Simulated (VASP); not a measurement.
# NbP (I4_1md) in VASP: a series of runs, part 2 of 2

VASP 6.6.1.

## Step 3: Single point, r2SCAN (15.33 Å³/atom)

This run uses another cell than the first one, of 15.33 Å³/atom.

The input, POSCAR:

```
NbP
1.0
   -1.6507918692      1.6507918692      5.6246037554
    1.6507918692     -1.6507918692      5.6246037554
    1.6507918692      1.6507918692     -5.6246037554
Nb P
2 2
Direct
    0.5000713315      0.5000713315      0.0000000000
    0.2500713315      0.7500713315      0.5000000000
    0.0825572385      0.0825572385      0.0000000000
    0.8325572385      0.3325572385      0.5000000000
```

The input, INCAR.step1:

```
PREC = Accurate
ENCUT = 520
ISMEAR = 0
SIGMA = 0.05
LREAL = False
LASPH = True
NELM = 80
NBANDS = 26
GGA = PE
ALGO = Normal
EDIFF = 1E-4
LWAVE = True
LCHARG = False
```

The input, INCAR.step2:

```
PREC = Accurate
ENCUT = 520
EDIFF = 1E-7
ISMEAR = 0
SIGMA = 0.05
LREAL = False
LASPH = True
NELM = 80
ALGO = Normal
ISIF = 2
LWAVE = False
LCHARG = False
METAGGA = R2SCAN
LMIXTAU = True
NBANDS = 26
ISTART = 1
```

The input, KPOINTS:

```
Automatic mesh
0
Gamma
  14 14 14
```

Potentials or basis: VASP PAW PBE potentials, release 64 (Nb_sv, P).

Launch:

```
$ cat potpaw_PBE.64/Nb_sv/POTCAR potpaw_PBE.64/P/POTCAR > POTCAR
$ cp INCAR.step1 INCAR
$ mpirun -np 1 vasp_std > vasp.out
$ cp INCAR.step2 INCAR
$ mpirun -np 1 vasp_std > vasp.out
```

OUTCAR:

```text
PREC = Accurate
   ENCUT = 520
   EDIFF = 1E-7
   ISMEAR = 0
   LREAL = False
   LASPH = True
   NELM = 80
   ISIF = 2
   METAGGA = R2SCAN
   ISTART = 1

 ion  position               nearest neighbor table
   1  0.500  0.500  0.000-   4 2.51   4 2.51   3 2.51   3 2.51   3 2.51   3 2.51
   2  0.250  0.750  0.500-   3 2.51   3 2.51   4 2.51   4 2.51   4 2.51   4 2.51
   3  0.083  0.083  0.000-   2 2.51   2 2.51   1 2.51   1 2.51   1 2.51   1 2.51
   4  0.833  0.333  0.500-   1 2.51   1 2.51   2 2.51   2 2.51   2 2.51   2 2.51

  LATTYP: Found a body centered tetragonal cell.
 ALAT       =     3.3015837384
 C/A-ratio  =     3.4072155675

  Lattice vectors:

 A1 = (  -1.6507918692,   1.6507918692,   5.6246037554)
 A2 = (   1.6507918692,  -1.6507918692,   5.6246037554)
 A3 = (   1.6507918692,   1.6507918692,  -5.6246037554)

Analysis of symmetry for initial positions (statically):
=====================================================================
 Subroutine PRICEL returns:
 Original cell was already a primitive cell.

 Routine SETGRP: Setting up the symmetry group for a
 body centered tetragonal supercell.

 Subroutine GETGRP returns: Found  8 space group operations
 (whereof  4 operations were pure point group operations)
 out of a pool of 16 trial point group operations.

The static configuration has the point symmetry C_2v.
 The point group associated with its full space group is C_4v.

Analysis of symmetry for dynamics (positions and initial velocities):
=====================================================================
 Subroutine PRICEL returns:
 Original cell was already a primitive cell.

 Routine SETGRP: Setting up the symmetry group for a
 body centered tetragonal supercell.

 Subroutine GETGRP returns: Found  8 space group operations
[... 118 lines left out ...]
   PSTRESS=    0.0 pullay stress
   NELECT =      36.0000    total number of electrons
   NUPDOWN=      -1.0000    fix difference up-down
   EMIN   =  10.00;   EMAX   =-10.00  energy-range for DOS
   EFERMI =   0.00;   METHOD = LEGACY
   ISMEAR =     0;   SIGMA  =   0.05  broadening in eV -4-tet -1-fermi 0-gaus
   EFERMI_NEDOS =   21; number of points for ismear=-14 and -15
   IALGO  =     38    algorithm
   IMIX   =      4    mixing-type and parameters
     AMIX     =   0.40;   BMIX     =  1.00
     AMIX_MAG =   1.60;   BMIX_MAG =  1.00
  volume/ion in A,a.u.               =      15.33       103.44
  Fermi-wavevector in a.u.,A,eV,Ry     =   1.370872  2.590572 25.569282  1.879289
  Thomas-Fermi vector in A             =   2.496619
   LORBIT       =      0    0 simple, 1 ext, 2 COOP (PROOUT), +10 PAW based schemes
   METAGGA = R2SCAN    functional components
   LHFCALC =     F    Hartree Fock is set to
   AEXX    =    0.0000 exact exchange contribution
   IVDW    =     0    specifies the selected vdW correction
   LEPSILON=     F    determine dielectric tensor
   LRPA    =     F    only Hartree local field effects (RPA)
 non-spin polarized calculation
 Gauss-broadening in eV      SIGMA  =   0.05
  energy-cutoff  :      520.00
  volume of cell :       61.31
 maximum number of plane-waves:      1676
 NGX is ok and might be reduce to    48
   NGX = 23   NGY = 23   NGZ = 23

 number of electron      36.0000001 magnetization

 Free energy of the ion-electron system (eV)
  ---------------------------------------------------
  ext. energy  EPLUGINS =         0.00000000
  ---------------------------------------------------
  free energy    TOTEN  =       -71.99773637 eV

  energy without entropy =      -71.99714482  energy(sigma->0) =      -71.99744059

 E-fermi :  11.2479     XC(G=0): -13.1166

 val. band max:       11.2360319540   @ k =  -0.0714   0.5000   0.0714
 cond. band min:      11.2928532218   @ k =  -0.0714   0.4286   0.0714
 fundamental gap:      0.0568212678
 Fermi energy:        11.2478612906

 k-point     1 :       0.0000    0.0000    0.0000
  band No.  band energies     occupation
      1     -45.4264      2.00000
      2     -45.3731      2.00000
      3     -21.0736      2.00000
      4     -20.7892      2.00000
      5     -20.7892      2.00000
      6     -20.6297      2.00000
[... 685 lines left out ...]
     25      16.6275      0.00000
     26      17.4555      0.00000

 [... further k-points ...]
[... 5 lines left out ...]
  --------------------------------------------------------------------------------------
  -------------------------------------------------------------------------------------
  Total        3.1002418      3.1002418      3.1200707      0.0000000      0.0000000      0.0000000
  in kB       81.0157741     81.0157741     81.5339443      0.0000000      0.0000000      0.0000000
  external PRESSURE =      81.1884975 kB  Pullay stress =       0.0000000 kB

 VOLUME and BASIS-vectors are now :
 -----------------------------------------------------------------------------
  energy-cutoff  :      520.00
  volume of cell :       61.31
      direct lattice vectors                 reciprocal lattice vectors
    -1.650791869  1.650791869  5.624603755     0.000000000  0.302884942  0.088895151
     1.650791869 -1.650791869  5.624603755     0.302884942  0.000000000  0.088895151
     1.650791869  1.650791869 -5.624603755     0.302884942  0.302884942  0.000000000

 POSITION                                       TOTAL-FORCE (eV/Angst)
 -----------------------------------------------------------------------------------
      0.00000      0.00000      5.62541         0.000000     -0.000000     -0.003843
      1.65079     -0.00000      2.81310        -0.000000      0.000000     -0.003843
      0.00000      0.00000      0.92870         0.000000      0.000000      0.003843
      0.00000      1.65079      3.74101        -0.000000     -0.000000      0.003843
 -----------------------------------------------------------------------------------
    total drift:                                0.000000      0.000000     -0.000023

  FREE ENERGIE OF THE ION-ELECTRON SYSTEM (eV)
  ---------------------------------------------------
  free  energy   TOTEN  =       -71.9977363665 eV

  energy  without entropy=      -71.9971448170  energy(sigma->0) =      -71.99744059
```

OUTCAR.step1:

```text
PREC = Accurate
   ENCUT = 520
   ISMEAR = 0
   LREAL = False
   LASPH = True
[... 927 lines left out ...]
      0.00000      0.00000      5.62541        -0.000000      0.000000      0.019701
      1.65079     -0.00000      2.81310         0.000000     -0.000000      0.019701
      0.00000      0.00000      0.92870        -0.000000     -0.000000     -0.019701
      0.00000      1.65079      3.74101        -0.000000     -0.000000     -0.019701
 -----------------------------------------------------------------------------------
    total drift:                               -0.000000     -0.000000     -0.000146

  FREE ENERGIE OF THE ION-ELECTRON SYSTEM (eV)
  ---------------------------------------------------
  free  energy   TOTEN  =       -35.2525416485 eV

  energy  without entropy=      -35.2518741435  energy(sigma->0) =      -35.25220790
```

Run time: 32 min. Hardware: 1 thread of Intel Xeon 6975P-C (Granite Rapids), shared host; peak memory 0.57 GiB.

What came out:

```yaml
Free_energy: -71.9977 eV
Pressure: 8.1 GPa
Largest_force: 0.004 eV/Å
Band_gap_on_the_k_mesh: zero (bands 18 and 19 overlap by 0.14 eV)
```

Forces on the atoms (eV/Å):
```
Nb   0.000  0.000 -0.004
Nb   0.000  0.000 -0.004
P    0.000  0.000  0.004
P    0.000  0.000  0.004
```

Caveat: the cell stands under pressure; the PAW data sets were made with another functional, which shifts forces and pressure a little.

The gap in the log of VASP goes by the Fermi energy; the results here count the filled bands.